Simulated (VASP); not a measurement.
# Si4Sn (P6/mmm) in VASP: notebook

Runs on Si4Sn. Level: PBE. Tasks: single point.

All numbers are computed with VASP 6.6.1; they aren't measurements. Logs are shortened: lines on timing, memory, paths and dates and some standing lists are left out, and cuts for length are marked.

## Step 1: The cell of the first run

It takes space group P6/mmm (No. 191, hexagonal). Conventional cell: a = 4.505 Å, b = 4.505 Å, c = 5.788 Å, α = 90.00°, β = 90.00°, γ = 120.00°. Si (site symmetry 6mm) has 1 Sn at 1.90 Å and 1 Si at 1.99 Å within 2.5 Å. Si (site symmetry -6m2) has 9 Si at 2.60 to 2.78 Å within 3.4 Å. Sn (site symmetry 6/mmm) has 2 Si at 1.90 Å within 2.5 Å.

The cell was built from a structure type or drawn by symmetry, and may not be a known phase.

## Step 2: Single point, PBE

Contents of INCAR:

```
SYSTEM = Si4Sn
ALGO     = Normal         ! electronic algorithm
EDIFF    = 1E-7           ! SCF threshold, eV
ENCUT    = 520            ! plane-wave cutoff, eV
GGA      = PE             ! functional
ISIF     = 2              ! what is computed and relaxed
ISMEAR   = 0              ! smearing method
LASPH    = .True.         ! aspherical terms in the spheres
LCHARG   = .True.         ! write CHGCAR
LELF     = .True.         ! ELF
LREAL    = .False.        ! projectors in reciprocal space
LVHAR    = .True.       
LWAVE    = .False.        ! write WAVECAR
NBANDS   = 23             ! bands
NELM     = 80             ! most SCF steps
PREC     = Accurate       ! precision mode
SIGMA    = 0.1            ! smearing width, eV
```

Contents of KPOINTS:

```
k-points
0
Gamma
  6 6 4
  0 0 0
```

Contents of POSCAR:

```
Si4Sn
1.0
    4.5049763800      0.0000000000      0.0000000000
   -2.2524881900      3.9014239900      0.0000000000
    0.0000000000      0.0000000000      5.7876477400
Si Sn
4 1
Direct
    0.0000000000      0.0000000000      0.3280672300
    0.0000000000      0.0000000000      0.6719327700
    0.3333333300      0.6666666700      0.5000000000
    0.6666666700      0.3333333300      0.5000000000
    0.0000000000      0.0000000000      0.0000000000
```

Potentials or basis: VASP PAW PBE potentials, release 64 (Si, Sn_d).

Command:

```bash
cat potpaw_PBE.64/Si/POTCAR potpaw_PBE.64/Sn_d/POTCAR > POTCAR
mpirun -np 1 vasp_std > vasp.out
```

OUTCAR:

```text
SYSTEM = Si4Sn
   EDIFF = 1E-7
   ENCUT = 520
   GGA = PE
   ISIF = 2
   ISMEAR = 0
   LASPH = .True.
   LREAL = .False.
   NELM = 80
   PREC = Accurate

 ion  position               nearest neighbor table
   1  0.000  0.000  0.328-   5 1.90   2 1.99   4 2.78   3 2.78   4 2.78   3 2.78   4 2.78   3 2.78

   2  0.000  0.000  0.672-   5 1.90   1 1.99   4 2.78   3 2.78   4 2.78   3 2.78   4 2.78   3 2.78

   3  0.333  0.667  0.500-   4 2.60   4 2.60   4 2.60   1 2.78   2 2.78   2 2.78   1 2.78   2 2.78
                             1 2.78
   4  0.667  0.333  0.500-   3 2.60   3 2.60   3 2.60   1 2.78   2 2.78   1 2.78   2 2.78   1 2.78
                             2 2.78
   5  0.000  0.000  0.000-   1 1.90   2 1.90

  LATTYP: Found a hexagonal cell.
 ALAT       =     4.5049763800
 C/A-ratio  =     1.2847232154

  Lattice vectors:

 A1 = (   4.5049763800,   0.0000000000,   0.0000000000)
 A2 = (  -2.2524881900,   3.9014239900,   0.0000000000)
 A3 = (   0.0000000000,   0.0000000000,   5.7876477400)

Analysis of symmetry for initial positions (statically):
=====================================================================
 Subroutine PRICEL returns:
 Original cell was already a primitive cell.

 Routine SETGRP: Setting up the symmetry group for a
 hexagonal supercell.

 Subroutine GETGRP returns: Found 24 space group operations
 (whereof 24 operations were pure point group operations)
 out of a pool of 24 trial point group operations.

The static configuration has the point symmetry D_6h.

Analysis of symmetry for dynamics (positions and initial velocities):
=====================================================================
 Subroutine PRICEL returns:
 Original cell was already a primitive cell.

 Routine SETGRP: Setting up the symmetry group for a
 hexagonal supercell.

 Subroutine GETGRP returns: Found 24 space group operations
 (whereof 24 operations were pure point group operations)
 out of a pool of 24 trial point group operations.

The dynamic configuration has the point symmetry D_6h.

 Subroutine INISYM returns: Found 24 space group operations
 (whereof 24 operations are pure point group operations),
 and found     1 'primitive' translations

----------------------------------------------------------------------------------------

                                     Primitive cell

  volume of cell :     101.7227

  direct lattice vectors                    reciprocal lattice vectors
     4.504976380  0.000000000  0.000000000     0.221976747  0.128158334  0.000000000
    -2.252488190  3.901423990  0.000000000     0.000000000  0.256316669  0.000000000
     0.000000000  0.000000000  5.787647740     0.000000000  0.000000000  0.172781766

  length of vectors
     4.504976380  4.504976381  5.787647740     0.256316669  0.256316669  0.172781766

  position of ions in fractional coordinates (direct lattice)
     0.000000000  0.000000000  0.328067230
     0.000000000  0.000000000  0.671932770
     0.333333330  0.666666670  0.500000000
     0.666666670  0.333333330  0.500000000
     0.000000000  0.000000000  0.000000000

  ion indices of the primitive-cell ions
   primitive index   ion index
                 1           1
                 2           2
                 3           3
                 4           4
                 5           5

----------------------------------------------------------------------------------------

 KPOINTS: k-points

Automatic generation of k-mesh.
 Grid dimensions read from file:
 generate k-points for:    6    6    4

 Generating k-lattice:

  Cartesian coordinates                     Fractional coordinates (reciprocal lattice)
     0.036996124  0.021359722  0.000000000     0.166666667 -0.000000000  0.000000000
     0.000000000  0.042719445  0.000000000     0.000000000  0.166666667  0.000000000
     0.000000000  0.000000000  0.043195442     0.000000000  0.000000000  0.250000000

  Length of vectors
     0.042719445  0.042719445  0.043195442

  Shift w.r.t. Gamma in fractional coordinates (k-lattice)
     0.000000000  0.000000000  0.000000000

 Subroutine IBZKPT returns following result:
 ===========================================

 Found     21 irreducible k-points:

 Following reciprocal coordinates:
            Coordinates               Weight
  0.000000  0.000000  0.000000      1.000000
  0.166667  0.000000  0.000000      6.000000
  0.333333  0.000000  0.000000      6.000000
  0.500000 -0.000000  0.000000      3.000000
  0.166667  0.166667  0.000000      6.000000
  0.333333  0.166667  0.000000     12.000000
[... 13 lines left out ...]
  0.333333  0.166667  0.500000     12.000000
  0.333333  0.333333  0.500000      2.000000
   k-points           NKPTS =     21   k-points in BZ     NKDIM =     21   number of bands    NBANDS=     23
   number of dos      NEDOS =    301   number of ions     NIONS =      5
   total plane-waves  NPLWV =  62208
   dimension x,y,z NGX =    36 NGY =   36 NGZ =   48
   dimension x,y,z NGXF=    72 NGYF=   72 NGZF=   96
   ions per type =               4   1
   NGX,Y,Z   is equivalent  to a cutoff of  13.28, 13.28, 13.79 a.u.
   NGXF,Y,Z  is equivalent  to a cutoff of  26.57, 26.57, 27.58 a.u.
 SYSTEM =  Si4Sn
   PREC   = accura    normal or accurate (medium, high low for compatibility)
   ISTART =      0    job   : 0-new  1-cont  2-samecut
   ICHARG =      2    charge: 1-file 2-atom 10-const
   ISPIN  =      1    spin polarized calculation?
   LNONCOLLINEAR =      F non collinear calculations
   LSORBIT =      F    spin-orbit coupling
   LASPH  =      T    aspherical Exc in radial PAW
   ENCUT  =  520.0 eV  38.22 Ry    6.18 a.u.   8.38  8.38 10.76*2*pi/ulx,y,z
   NELM   =     80;   NELMIN=  2; NELMDL= -5     # of ELM steps
   EDIFF  = 0.1E-06   stopping-criterion for ELM
   LREAL  =      F    real-space projection
   EDIFFG = 0.1E-05   stopping-criterion for IOM
   NSW    =      0    number of steps for IOM
   IBRION =     -1    ionic relax: 0-MD 1-quasi-New 2-CG
   NFREE  =      0    steps in history (QN), initial steepest desc. (CG)
   ISIF   =      2    stress and relaxation
   ISYM   =      2    0-nonsym 1-usesym 2-fastsym
   POTIM  = 0.5000    time-step for ionic-motion
   TEBEG  =    0.0;   TEEND  =   0.0 temperature during run
   PSTRESS=    0.0 pullay stress
   NELECT =      30.0000    total number of electrons
   NUPDOWN=      -1.0000    fix difference up-down
   EMIN   =  10.00;   EMAX   =-10.00  energy-range for DOS
   EFERMI =   0.00;   METHOD = LEGACY
   ISMEAR =     0;   SIGMA  =   0.10  broadening in eV -4-tet -1-fermi 0-gaus
   EFERMI_NEDOS =   21; number of points for ismear=-14 and -15
   IALGO  =     38    algorithm
   IMIX   =      4    mixing-type and parameters
     AMIX     =   0.40;   BMIX     =  1.00
     AMIX_MAG =   1.60;   BMIX_MAG =  1.00
  volume/ion in A,a.u.               =      20.34       137.29
  Fermi-wavevector in a.u.,A,eV,Ry     =   1.089706  2.059246 16.156362  1.187459
  Thomas-Fermi vector in A             =   2.225915
   LORBIT       =      0    0 simple, 1 ext, 2 COOP (PROOUT), +10 PAW based schemes
   GGA     = PE    functional components
   LHFCALC =     F    Hartree Fock is set to
   AEXX    =    0.0000 exact exchange contribution
   IVDW    =     0    specifies the selected vdW correction
   LEPSILON=     F    determine dielectric tensor
   LRPA    =     F    only Hartree local field effects (RPA)
 non-spin polarized calculation
 Gauss-broadening in eV      SIGMA  =   0.10
  energy-cutoff  :      520.00
  volume of cell :      101.72
 maximum number of plane-waves:      2776
 NGX is ok and might be reduce to    36
   NGX = 17   NGY = 17   NGZ = 21

 number of electron      30.0000005 magnetization

 Free energy of the ion-electron system (eV)
  ---------------------------------------------------
  ext. energy  EPLUGINS =         0.00000000
  ---------------------------------------------------
  free energy    TOTEN  =       -13.33662517 eV

  energy without entropy =      -13.31867288  energy(sigma->0) =      -13.32764903

 E-fermi :   6.9165     XC(G=0):  -9.6902

 val. band max:        6.8831237309   @ k =   0.5000  -0.0000   0.0000
 cond. band min:       6.9278225952   @ k =   0.3333   0.0000   0.5000
 fundamental gap:      0.0446988642
 Fermi energy:         6.9164540926

 k-point     1 :       0.0000    0.0000    0.0000
  band No.  band energies     occupation
      1     -16.4413      2.00000
      2     -15.5155      2.00000
      3     -15.5155      2.00000
      4     -14.9644      2.00000
      5     -14.9644      2.00000
      6      -6.5436      2.00000
[... 15 lines left out ...]
     22      11.9668      0.00000
     23      11.9668      0.00000

 k-point     2 :       0.1667    0.0000    0.0000
  band No.  band energies     occupation
      1     -16.4408      2.00000
      2     -15.5163      2.00000
      3     -15.5157      2.00000
      4     -14.9644      2.00000
      5     -14.9629      2.00000
      6      -6.3224      2.00000
[... 15 lines left out ...]
     22      12.7406      0.00000
     23      13.2822      0.00000

 k-point     3 :       0.3333    0.0000    0.0000
  band No.  band energies     occupation
      1     -16.4399      2.00000
      2     -15.5179      2.00000
      3     -15.5161      2.00000
      4     -14.9644      2.00000
      5     -14.9598      2.00000
      6      -5.7212      2.00000
[... 15 lines left out ...]
     22      12.6497      0.00000
     23      13.2384      0.00000
[... 417 lines left out ...]
 k-point    20 :       0.3333    0.1667    0.5000
  band No.  band energies     occupation
      1     -16.4324      2.00000
      2     -15.5187      2.00000
      3     -15.5170      2.00000
      4     -14.9633      2.00000
      5     -14.9593      2.00000
      6      -4.9484      2.00000
[... 15 lines left out ...]
     22      12.1672      0.00000
     23      12.2151      0.00000

 k-point    21 :       0.3333    0.3333    0.5000
  band No.  band energies     occupation
      1     -16.4323      2.00000
      2     -15.5181      2.00000
      3     -15.5181      2.00000
      4     -14.9610      2.00000
      5     -14.9610      2.00000
      6      -4.6002      2.00000
[... 15 lines left out ...]
     22      11.7379      0.00000
     23      14.1637      0.00000

------------------------ aborting loop because EDIFF is reached ----------------------------------------

  FORCE on cell =-STRESS in cart. coord.  units (eV):
  Direction    XX          YY          ZZ          XY          YZ          ZX
  --------------------------------------------------------------------------------------
  -------------------------------------------------------------------------------------
  Total       -1.1320941     -1.1320942     74.8647316      0.0000000     -0.0000000      0.0000000
  in kB      -17.8309864    -17.8309865   1179.1528249      0.0000000     -0.0000000      0.0000000
  external PRESSURE =     381.1636173 kB  Pullay stress =       0.0000000 kB

 VOLUME and BASIS-vectors are now :
 -----------------------------------------------------------------------------
  energy-cutoff  :      520.00
  volume of cell :      101.72
      direct lattice vectors                 reciprocal lattice vectors
     4.504976380  0.000000000  0.000000000     0.221976747  0.128158334  0.000000000
    -2.252488190  3.901423990  0.000000000     0.000000000  0.256316669  0.000000000
     0.000000000  0.000000000  5.787647740     0.000000000  0.000000000  0.172781766

 POSITION                                       TOTAL-FORCE (eV/Angst)
 -----------------------------------------------------------------------------------
      0.00000      0.00000      1.89874         0.000000      0.000000      9.807178
      0.00000      0.00000      3.88891         0.000000     -0.000000     -9.807178
     -0.00000      2.60095      2.89382        -0.000000     -0.000000      0.000000
      2.25249      1.30047      2.89382         0.000000     -0.000000     -0.000000
      0.00000      0.00000      0.00000         0.000000     -0.000000      0.000000
 -----------------------------------------------------------------------------------
    total drift:                               -0.000000      0.000000     -0.000000

  FREE ENERGIE OF THE ION-ELECTRON SYSTEM (eV)
  ---------------------------------------------------
  free  energy   TOTEN  =       -13.3366251714 eV

  energy  without entropy=      -13.3186728828  energy(sigma->0) =      -13.32764903
```

Wall time 79 s (1 thread of Intel Xeon 8259CL, shared host); peak memory 0.25 GiB.

Results:

| Item | Value |
| --- | --- |
| Free energy | -13.3366 eV |
| Pressure | 38.1 GPa |
| Largest force | 9.807 eV/Å |
| Band gap on the k mesh | zero (bands 15 and 16 overlap by 2.73 eV) |

Forces in eV/Å, atoms in the order of the input:
```
Si   0.000  0.000  9.807
Si   0.000  0.000 -9.807
Si   0.000  0.000  0.000
Si   0.000  0.000  0.000
Sn   0.000  0.000  0.000
```

Caveat: the cell stands under pressure; spin-orbit coupling is left out, which moves the levels of the heavy elements; forces of over 1 eV/Å act on the atoms, so gaps and moduli don't describe the material at rest.

(Continued in part 2 of 2.)
